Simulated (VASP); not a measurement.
# Ge (Pm-3m) in VASP: density of states with PBE

Aim: the density of states of Ge with PBE.

Program: VASP 6.6.1. These are calculated values, not measurements. Logs are shortened: lines on timing, memory, paths and dates and some standing lists are left out, and cuts for length are marked.

## 1. The cell of the first run

Symmetry: Pm-3m, No. 221, cubic system. Conventional cell: a = 2.710 Å, b = 2.710 Å, c = 2.710 Å, α = 90.00°, β = 90.00°, γ = 90.00°. Ge (site symmetry m-3m) has 6 Ge at 2.71 Å within 3.6 Å.

## 2. Density of states, PBE

File POSCAR:

```
Ge
1.0
    2.7104744361      0.0000000000      0.0000000000
    0.0000000000      2.7104744361      0.0000000000
    0.0000000000      0.0000000000      2.7104744361
Ge
1
Direct
    0.0000000000      0.0000000000      0.0000000000
```

File INCAR.step1:

```
SYSTEM = Ge
PREC = Accurate
ENCUT = 520
EDIFF = 1E-7
ISMEAR = 0
SIGMA = 0.1
LREAL = .FALSE.
LASPH = .TRUE.
NELM = 80
ALGO = Normal
ISIF = 2
LWAVE = .FALSE.
LCHARG = .TRUE.
GGA = PE
NBANDS = 13
```

File KPOINTS.step1:

```
regular mesh
0
G
  20 20 20
  0 0 0
```

File INCAR.step2:

```
SYSTEM = Ge
PREC = Accurate
ENCUT = 520
EDIFF = 1E-7
ISMEAR = -5
SIGMA = 0.1
LREAL = .FALSE.
LASPH = .TRUE.
NELM = 80
ALGO = Normal
ISIF = 2
LWAVE = .FALSE.
LCHARG = .FALSE.
GGA = PE
LORBIT = 10
NBANDS = 13
NEDOS = 1001
ICHARG = 11
```

File KPOINTS.step2:

```
regular mesh
0
G
  30 30 30
  0 0 0
```

Potentials or basis: VASP PAW PBE potentials, release 64 (Ge_d).

Launch:

```
$ cat potpaw_PBE.64/Ge_d/POTCAR > POTCAR
$ cp INCAR.step1 INCAR
$ cp KPOINTS.step1 KPOINTS
$ mpirun -np 1 vasp_std > vasp.out
$ cp INCAR.step2 INCAR
$ cp KPOINTS.step2 KPOINTS
$ mpirun -np 1 vasp_std > vasp.out
```

OUTCAR:

```text
SYSTEM = Ge
   PREC = Accurate
   ENCUT = 520
   EDIFF = 1E-7
   ISMEAR = -5
   LREAL = .FALSE.
   LASPH = .TRUE.
   NELM = 80
   ISIF = 2
   GGA = PE
   LORBIT = 10
   ICHARG = 11

 ion  position               nearest neighbor table
   1  0.000  0.000  0.000-

  LATTYP: Found a simple cubic cell.
 ALAT       =     2.7104744361

  Lattice vectors:

 A1 = (   2.7104744361,   0.0000000000,   0.0000000000)
 A2 = (   0.0000000000,   2.7104744361,   0.0000000000)
 A3 = (   0.0000000000,   0.0000000000,   2.7104744361)

Analysis of symmetry for initial positions (statically):
=====================================================================
 Subroutine PRICEL returns:
 Original cell was already a primitive cell.

 Routine SETGRP: Setting up the symmetry group for a
 simple cubic supercell.

 Subroutine GETGRP returns: Found 48 space group operations
 (whereof 48 operations were pure point group operations)
 out of a pool of 48 trial point group operations.

The static configuration has the point symmetry O_h .

Analysis of symmetry for dynamics (positions and initial velocities):
=====================================================================
 Subroutine PRICEL returns:
 Original cell was already a primitive cell.

 Routine SETGRP: Setting up the symmetry group for a
 simple cubic supercell.

 Subroutine GETGRP returns: Found 48 space group operations
 (whereof 48 operations were pure point group operations)
 out of a pool of 48 trial point group operations.

The dynamic configuration has the point symmetry O_h .

 Subroutine INISYM returns: Found 48 space group operations
 (whereof 48 operations are pure point group operations),
 and found     1 'primitive' translations

----------------------------------------------------------------------------------------

                                     Primitive cell

  volume of cell :      19.9130

  direct lattice vectors                    reciprocal lattice vectors
     2.710474436  0.000000000  0.000000000     0.368939100  0.000000000  0.000000000
     0.000000000  2.710474436  0.000000000     0.000000000  0.368939100  0.000000000
     0.000000000  0.000000000  2.710474436     0.000000000  0.000000000  0.368939100

  length of vectors
     2.710474436  2.710474436  2.710474436     0.368939100  0.368939100  0.368939100

  position of ions in fractional coordinates (direct lattice)
     0.000000000  0.000000000  0.000000000

  ion indices of the primitive-cell ions
   primitive index   ion index
                 1           1

----------------------------------------------------------------------------------------

 KPOINTS: regular mesh

Automatic generation of k-mesh.
 Grid dimensions read from file:
 generate k-points for:   30   30   30

 Generating k-lattice:

  Cartesian coordinates                     Fractional coordinates (reciprocal lattice)
     0.012297970  0.000000000  0.000000000     0.033333333  0.000000000  0.000000000
     0.000000000  0.012297970  0.000000000     0.000000000  0.033333333  0.000000000
     0.000000000  0.000000000  0.012297970     0.000000000  0.000000000  0.033333333

  Length of vectors
     0.012297970  0.012297970  0.012297970

  Shift w.r.t. Gamma in fractional coordinates (k-lattice)
     0.000000000  0.000000000  0.000000000

 TETIRR: Found  13472 inequivalent tetrahedra from   162000

 Subroutine IBZKPT returns following result:
 ===========================================

 Found    816 irreducible k-points:

 Following reciprocal coordinates:
            Coordinates               Weight
  0.000000  0.000000  0.000000      1.000000
  0.033333  0.000000  0.000000      6.000000
  0.066667  0.000000  0.000000      6.000000
  0.100000  0.000000  0.000000      6.000000
  0.133333  0.000000  0.000000      6.000000
  0.166667  0.000000  0.000000      6.000000
[... 16 lines left out ...]
  0.233333  0.033333  0.000000     24.000000
  0.266667  0.033333  0.000000     24.000000
 [... further k-points ...]
   k-points           NKPTS =    816   k-points in BZ     NKDIM =    816   number of bands    NBANDS=     13
   number of dos      NEDOS =   1001   number of ions     NIONS =      1
   total plane-waves  NPLWV =   8000
   dimension x,y,z NGX =    20 NGY =   20 NGZ =   20
   dimension x,y,z NGXF=    40 NGYF=   40 NGZF=   40
   ions per type =               1
   NGX,Y,Z   is equivalent  to a cutoff of  12.27, 12.27, 12.27 a.u.
   NGXF,Y,Z  is equivalent  to a cutoff of  24.53, 24.53, 24.53 a.u.
 SYSTEM =  Ge
   PREC   = accura    normal or accurate (medium, high low for compatibility)
   ISTART =      0    job   : 0-new  1-cont  2-samecut
   ICHARG =     11    charge: 1-file 2-atom 10-const
   ISPIN  =      1    spin polarized calculation?
   LNONCOLLINEAR =      F non collinear calculations
   LSORBIT =      F    spin-orbit coupling
   LASPH  =      T    aspherical Exc in radial PAW
   ENCUT  =  520.0 eV  38.22 Ry    6.18 a.u.   5.04  5.04  5.04*2*pi/ulx,y,z
   NELM   =     80;   NELMIN=  2; NELMDL=  0     # of ELM steps
   EDIFF  = 0.1E-06   stopping-criterion for ELM
   LREAL  =      F    real-space projection
   EDIFFG = 0.1E-05   stopping-criterion for IOM
   NSW    =      0    number of steps for IOM
   IBRION =     -1    ionic relax: 0-MD 1-quasi-New 2-CG
   NFREE  =      0    steps in history (QN), initial steepest desc. (CG)
   ISIF   =      2    stress and relaxation
   ISYM   =      2    0-nonsym 1-usesym 2-fastsym
   POTIM  = 0.5000    time-step for ionic-motion
   TEBEG  =    0.0;   TEEND  =   0.0 temperature during run
   PSTRESS=    0.0 pullay stress
   NELECT =      14.0000    total number of electrons
   NUPDOWN=      -1.0000    fix difference up-down
   EMIN   =  10.00;   EMAX   =-10.00  energy-range for DOS
   EFERMI =   0.00;   METHOD = LEGACY
   ISMEAR =    -5;   SIGMA  =   0.10  broadening in eV -4-tet -1-fermi 0-gaus
   EFERMI_NEDOS =   21; number of points for ismear=-14 and -15
   IALGO  =     38    algorithm
   IMIX   =      4    mixing-type and parameters
     AMIX     =   0.40;   BMIX     =  1.00
     AMIX_MAG =   1.60;   BMIX_MAG =  1.00
  volume/ion in A,a.u.               =      19.91       134.38
  Fermi-wavevector in a.u.,A,eV,Ry     =   1.455701  2.750876 28.831637  2.119066
  Thomas-Fermi vector in A             =   2.572705
   LORBIT       =     10    0 simple, 1 ext, 2 COOP (PROOUT), +10 PAW based schemes
   GGA     = PE    functional components
   LHFCALC =     F    Hartree Fock is set to
   AEXX    =    0.0000 exact exchange contribution
   IVDW    =     0    specifies the selected vdW correction
   LEPSILON=     F    determine dielectric tensor
   LRPA    =     F    only Hartree local field effects (RPA)
 non-spin polarized calculation
 Fermi weights with tetrahedron method with Bloechl corrections
  energy-cutoff  :      520.00
  volume of cell :       19.91
 maximum number of plane-waves:       554

 number of electron      13.9999969 magnetization

 Free energy of the ion-electron system (eV)
  ---------------------------------------------------
  ext. energy  EPLUGINS =         0.00000000
  ---------------------------------------------------
  free energy    TOTEN  =        -4.27210002 eV

  energy without entropy =       -4.27210002  energy(sigma->0) =       -4.27210002

 E-fermi :   5.9100     XC(G=0): -10.9104

 val. band max:        5.9830688621   @ k =   0.4000   0.4000   0.3667
 cond. band min:       5.8463783642   @ k =   0.3333   0.3333   0.1333
 fundamental gap:     -0.1366904980
 Fermi energy:         5.9100283113

 k-point     1 :       0.0000    0.0000    0.0000
  band No.  band energies     occupation
      1     -18.7544      2.00000
      2     -18.7544      2.00000
      3     -18.5105      2.00000
      4     -18.5105      2.00000
      5     -18.5105      2.00000
      6      -6.8146      2.00000
      7      12.5037      0.00000
      8      12.5037      0.00000
      9      12.5037      0.00000
     10      15.9386      0.00000
     11      15.9386      0.00000
     12      18.3509      0.00000
     13      34.5497      0.00000

 k-point     2 :       0.0333    0.0000    0.0000
  band No.  band energies     occupation
      1     -18.7543      2.00000
      2     -18.7523      2.00000
      3     -18.5112      2.00000
      4     -18.5112      2.00000
      5     -18.5105      2.00000
      6      -6.7929      2.00000
      7      12.1061      0.00000
      8      12.5246      0.00000
      9      12.5246      0.00000
     10      15.9580      0.00000
     11      16.2719      0.00000
     12      18.4717      0.00000
     13      33.5115      0.00000

 k-point     3 :       0.0667    0.0000    0.0000
  band No.  band energies     occupation
      1     -18.7538      2.00000
      2     -18.7461      2.00000
      3     -18.5133      2.00000
      4     -18.5133      2.00000
      5     -18.5103      2.00000
      6      -6.7278      2.00000
      7      11.2195      0.00000
      8      12.5872      0.00000
      9      12.5872      0.00000
     10      16.0160      0.00000
     11      16.8899      0.00000
     12      18.9095      0.00000
     13      32.2855      0.00000
[... 305 lines left out ...]
 k-point    23 :       0.2333    0.0333    0.0000
  band No.  band energies     occupation
      1     -18.7469      2.00000
      2     -18.6683      2.00000
      3     -18.5398      2.00000
      4     -18.5389      2.00000
      5     -18.5089      2.00000
      6      -5.7387      2.00000
      7       5.9239      0.81410
      8      13.0955      0.00000
      9      13.4993      0.00000
     10      17.1165      0.00000
     11      18.6469      0.00000
     12      24.7507      0.00000
     13      26.2687      0.00000

 k-point    24 :       0.2667    0.0333    0.0000
  band No.  band energies     occupation
      1     -18.7455      2.00000
      2     -18.6484      2.00000
      3     -18.5465      2.00000
      4     -18.5456      2.00000
      5     -18.5083      2.00000
      6      -5.4224      2.00000
      7       4.9374      2.14830
      8      13.3724      0.00000
      9      13.7733      0.00000
     10      17.3957      0.00000
     11      18.9327      0.00000
     12      24.9397      0.00000
     13      25.9568      0.00000

 [... further k-points ...]

------------------------ aborting loop because EDIFF is reached ----------------------------------------

  FORCE on cell =-STRESS in cart. coord.  units (eV):
  Direction    XX          YY          ZZ          XY          YZ          ZX
  --------------------------------------------------------------------------------------
  -------------------------------------------------------------------------------------
  Total       -0.0249010     -0.0249010     -0.0249010      0.0000000      0.0000000      0.0000000
  in kB       -2.0035132     -2.0035132     -2.0035132      0.0000000      0.0000000      0.0000000
  external PRESSURE =      -2.0035132 kB  Pullay stress =       0.0000000 kB

 VOLUME and BASIS-vectors are now :
 -----------------------------------------------------------------------------
  energy-cutoff  :      520.00
  volume of cell :       19.91
      direct lattice vectors                 reciprocal lattice vectors
     2.710474436  0.000000000  0.000000000     0.368939100  0.000000000  0.000000000
     0.000000000  2.710474436  0.000000000     0.000000000  0.368939100  0.000000000
     0.000000000  0.000000000  2.710474436     0.000000000  0.000000000  0.368939100

 POSITION                                       TOTAL-FORCE (eV/Angst)
 -----------------------------------------------------------------------------------
      0.00000      0.00000      0.00000         0.000000      0.000000      0.000000
 -----------------------------------------------------------------------------------
    total drift:                                0.000000      0.000000     -0.000000

  FREE ENERGIE OF THE ION-ELECTRON SYSTEM (eV)
  ---------------------------------------------------
  free  energy   TOTEN  =        -4.2721000197 eV

  energy  without entropy=       -4.2721000197  energy(sigma->0) =       -4.27210002

 total charge

# of ion       s       p       d       tot
------------------------------------------
    1        1.206   1.025  10.018  12.248
```

Run time: 63 s. Hardware: 1 thread of Intel Xeon 6975P-C (Granite Rapids), shared host; peak memory 0.31 GiB.

What came out:

| Item | Value |
| --- | --- |
| Valence electrons inside the program's atomic spheres | Ge 12.25 |

Levels at points of the mesh, in eV from the Fermi level:
```csv
k point,band 4,band 5,band 6,band 7,band 8,band 9,band 10,band 11
"(0.00, 0.00, 0.00)",-24.42,-24.42,-12.72,6.59,6.59,6.59,10.03,10.03
"(0.50, 0.00, 0.00)",-24.47,-24.42,-9.01,-5.56,9.44,9.44,13.23,15.19
"(0.50, 0.50, 0.00)",-24.48,-24.35,-5.08,-2.51,-2.51,3.20,12.23,19.34
"(0.50, 0.50, 0.50)",-24.34,-24.34,-0.55,0.34,0.34,0.34,6.90,6.90
```

Caveat: tetrahedron occupations give inexact forces and stress in metals.
